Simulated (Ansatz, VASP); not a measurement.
PtSeS4: VASP beside Ansatz

Contents of INCAR:

```
PREC = Accurate ; ENCUT = 600
EDIFF = 1E-6 ; ISMEAR = 0
SIGMA = 0.1 ; LREAL = False
LASPH = True ; NELM = 60
ALGO = Normal ; ISIF = 3
LWAVE = False ; LCHARG = False
GGA = PE ; IBRION = 2
NSW = 90 ; EDIFFG = -0.04
```

The input KPOINTS:

```
Automatic mesh
0
Gamma
  3 3 4
```

Contents of POSCAR:

```
PtSeS4
1.0
    5.8273217300      0.0000000000      0.0000000000
   -2.9136608700      5.0466086600      0.0000000000
    0.0000000000      0.0000000000      4.8139557100
Pt Se S
1 1 4
Direct
    0.3333333300      0.6666666700      0.0000000000
    0.0000000000      0.0000000000      0.0000000000
    0.6666666700      0.3333333300      0.0000000000
    0.4993275100      0.9986550200      0.5000000000
    0.0013449800      0.5006724900      0.5000000000
    0.4993275100      0.5006724900      0.5000000000
```

Input for Ansatz:

```yaml
crystal:
  lattice:
    - [5.82732173, 0.0, 0.0]
    - [-2.91366087, 5.04660866, 0.0]
    - [0.0, 0.0, 4.81395571]
  atoms:
    - { symbol: Pt, position: [0.33333333, 0.66666667, 0.0] }
    - { symbol: Se, position: [0.0, 0.0, 0.0] }
    - { symbol: S, position: [0.66666667, 0.33333333, 0.0] }
    - { symbol: S, position: [0.49932751, 0.99865502, 0.5] }
    - { symbol: S, position: [0.00134498, 0.50067249, 0.5] }
    - { symbol: S, position: [0.49932751, 0.50067249, 0.5] }
basis:
  ecutwfc: 420
kpoints:
  mp_grid: { grid: [3, 3, 4] }
hamiltonian:
  xc: pbe
scf:
  occupations: { method: gaussian, width: 0.1 }
  lower_state_search: "off"
output:
  forces: true
  stress: true
  eigenvalues: true
relax:
  adjacent_minimum: "off"
  f_tol: 0.04
  max_steps: 70
  cell: { stress_tol: 0.4 }
```

Change from the starting cell: species swapped into the CePt4Rh type (P-6m2, No. 187).

Alike in both runs: task relaxation of cell and atoms; functional PBE; k mesh 3 × 3 × 4; occupations gaussian, width 0.1 eV; no spin polarisation.

|  | VASP | Ansatz |
| --- | --- | --- |
| version | VASP 6.6.1 | Ansatz 0.2.0 |
| potentials or method | VASP PAW PBE potentials, release 64 (Pt, Se, S), cutoff 600 eV | scalar-relativistic, plane waves, PAW |
| valence electrons in the cell | 40 | 58 |

Ansatz gave:

| Item | Value |
| --- | --- |
| gap on the k mesh at the Fermi level, each at its own relaxed structure (eV) | none |
| relaxed volume (Å³/atom) | 19.55 |
| relaxed cell length with the largest relative difference (Å) | 3.184 |

Estimate VASP's values.

gap on the k mesh at the Fermi level, each at its own relaxed structure (eV): none; relaxed volume (Å³/atom): 19.56; relaxed cell length with the largest relative difference (Å): 3.179.

A gap of «none» marks a metal or a gap that the smearing closes. VASP's potentials hold 40 valence electrons a cell and Ansatz's 58, so a difference there can come from the potentials and not from the codes.

The k mesh is coarse, so the values compare programs but aren't converged. Spin-orbit coupling is off throughout. Noted on VASP's run: the volume moved by over 15 % at a fixed basis, so the end points are rough.
